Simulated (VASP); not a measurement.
Set up this calculation in VASP 6.6.1, as the native input.

```yaml
Task: relaxation of shape and atoms at fixed volume
Functional: PBE
Potentials_or_basis: VASP PAW PBE potentials, release 64 (Li_sv)
Cutoff: 600 eV
k_mesh: 16 × 16 × 15
Occupations: fermi-dirac, width 0.1 eV
Spin: no spin polarisation
Dipole_correction: no
Further_INCAR_settings: ALGO = Normal; EDIFF = 1e-06; IBRION = 2; EDIFFG = -0.005; NSW = 50; ISIF = 4
```

The structure of Li lies in POSCAR:

```
Li
1.0
    2.3631933215      0.0000000000      0.0000000000
   -1.1815966607      2.0465854505      0.0000000000
    0.0000000000      0.0000000000      2.1814213421
Li
1
Direct
    0.0000000000      0.0000000000      0.0000000000
```

This isn't the form of Li at room conditions, which is bcc.

The input as run:

INCAR

```
SYSTEM = Li
ALGO = Normal ; EDIFF = 1E-6
EDIFFG = -0.005 ; ENCUT = 600
GGA = PE ; IBRION = 2
ISIF = 4 ; ISMEAR = -1
LASPH = .TRUE. ; LCHARG = .FALSE.
LREAL = .FALSE. ; LWAVE = .FALSE.
NELM = 100 ; NSW = 50
PREC = Accurate ; SIGMA = 0.1
```

KPOINTS

```
k-points
0
G
  16 16 15
  0 0 0
```

Potentials or basis: VASP PAW PBE potentials, release 64 (Li_sv).

Run with:

```bash
$ cat potpaw_PBE.64/Li_sv/POTCAR > POTCAR
$ mpirun -np 1 vasp_std > vasp.out
```

It gave:

```yaml
Energy_gained_by_relaxing: 1.3 meV/atom
Ionic_steps: 3
Pressure_after_relaxing: 24.7 GPa
Band_gap_on_the_k_mesh: zero (an odd number of electrons rules out a gap without spin polarisation)
```

Caveat: the cutoff is under 1.25 times the usual one of these potentials, so pressure, stress and relaxed cells hold a basis-set (Pulay) error.

Run time: 27 s on 1 thread of Intel Xeon 8259CL, with other jobs on the host, peak memory 0.12 GiB.
